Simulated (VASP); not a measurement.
Write the native input for VASP 6.6.1 that does the following.

| Item | Value |
| --- | --- |
| Task | single point |
| Functional | PBEsol |
| Potentials or basis | VASP PAW PBE potentials, release 64 (Sn_d, O) |
| Cutoff | 520 eV |
| k mesh | 6 × 6 × 8 |
| Occupations | gaussian, width 0.05 eV |
| Spin | no spin polarisation |
| Dipole correction | no |
| Further INCAR settings | ALGO = Normal; EDIFF = 1e-06; NBANDS = 35 |

The structure of SnO2 lies in POSCAR:

```
SnO2
1.0
    4.6890866457      0.0000000000      0.0000000000
    0.0000000000      4.6890866457      0.0000000000
    0.0000000000      0.0000000000      3.1577393212
Sn O
2 4
Direct
    0.0000000000      0.0000000000      0.0000000000
    0.5000000000      0.5000000000      0.5000000000
    0.3062980674      0.3062980674      0.0000000000
    0.1937019326      0.8062980674      0.5000000000
    0.6937019326      0.6937019326      0.0000000000
    0.8062980674      0.1937019326      0.5000000000
```

This cell differs from its parent crystal: atoms displaced along a vibrational mode, the cell strained.

These files were run (other wordings do the same):

INCAR

```
SYSTEM = SnO2
  PREC = Accurate
  ENCUT = 520
  EDIFF = 1E-6
  ISMEAR = 0
  SIGMA = 0.05
  LREAL = .False.
  LASPH = .True.
  NELM = 100
  ALGO = Normal
  ISIF = 2
  LWAVE = .False.
  LCHARG = .False.
  GGA = PS
  NBANDS = 35
```

KPOINTS

```
regular mesh
0
Gamma
  6 6 8
  0 0 0
```

Potentials or basis: VASP PAW PBE potentials, release 64 (Sn_d, O).

Command:

```console
$ cat potpaw_PBE.64/Sn_d/POTCAR potpaw_PBE.64/O/POTCAR > POTCAR
$ mpirun -np 1 vasp_std > vasp.out
```

Results of the run:

- Pressure: 12.3 GPa
- Largest force: 0.210 eV/Å
- Band gap on the k mesh: 1.51 eV

Caveat: the cell differs from its parent crystal (atoms displaced along a vibrational mode, the cell strained); the cell stands under pressure; the PAW data sets were made with another functional, which shifts forces and pressure a little; spin-orbit coupling is left out, which moves the levels of the heavy elements.

Wall time 120 s on 1 thread of Intel Xeon 8259CL, on a shared host, peak memory 0.24 GiB.
